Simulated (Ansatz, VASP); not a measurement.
## ZrC: VASP beside Ansatz

Contents of INCAR:

```
SYSTEM = ZrC
PREC = Accurate
ENCUT = 520
EDIFF = 1E-7
ISMEAR = 0
SIGMA = 0.1
LREAL = .FALSE.
LASPH = .TRUE.
NELM = 60
ALGO = Normal
ISIF = 2
LWAVE = .FALSE.
LCHARG = .FALSE.
GGA = PE
NBANDS = 15
```

KPOINTS

```
regular mesh
0
G
  16 16 16
  0 0 0
```

Contents of POSCAR:

```
ZrC
1.0
    0.0000000000      2.3777099912      2.3777099912
    2.3777099912      0.0000000000      2.3777099912
    2.3777099912      2.3777099912      0.0000000000
Zr C
1 1
Direct
    0.5000000000      0.5000000000      0.5000000000
    0.0000000000      0.0000000000      0.0000000000
```

Input for Ansatz:

```yaml
crystal:
  lattice:
    - [0.0, 2.3777099912, 2.3777099912]
    - [2.3777099912, 0.0, 2.3777099912]
    - [2.3777099912, 2.3777099912, 0.0]
  atoms:
    - { symbol: Zr, position: [0.5, 0.5, 0.5] }
    - { symbol: C, position: [0.0, 0.0, 0.0] }
basis:
  ecutwfc: 420
kpoints:
  mp_grid: { grid: [16, 16, 16] }
hamiltonian:
  xc: pbe
scf:
  occupations: { method: gaussian, width: 0.1 }
output:
  forces: true
  stress: true
  eigenvalues: true
```

Alike in both runs: task single point; functional PBE; k mesh 16 × 16 × 16; occupations gaussian, width 0.1 eV; no spin polarisation.

|  | VASP | Ansatz |
| --- | --- | --- |
| version | VASP 6.6.1 | Ansatz 0.2.0 |
| potentials or method | VASP PAW PBE potentials, release 64 (Zr_sv, C), cutoff 520 eV | scalar-relativistic, plane waves, PAW |
| valence electrons in the cell | 16 | 16 |

|  | VASP | Ansatz | Ansatz less VASP |
| --- | --- | --- | --- |
| gap on the k mesh at the Fermi level (eV) | none | none | - |
| pressure (GPa) | -6.0 | -6.2 | -0.23 |

A gap of «none» marks a metal or a gap that the smearing closes. With one functional, cell and mesh, what is left measures potentials, basis and numerics.
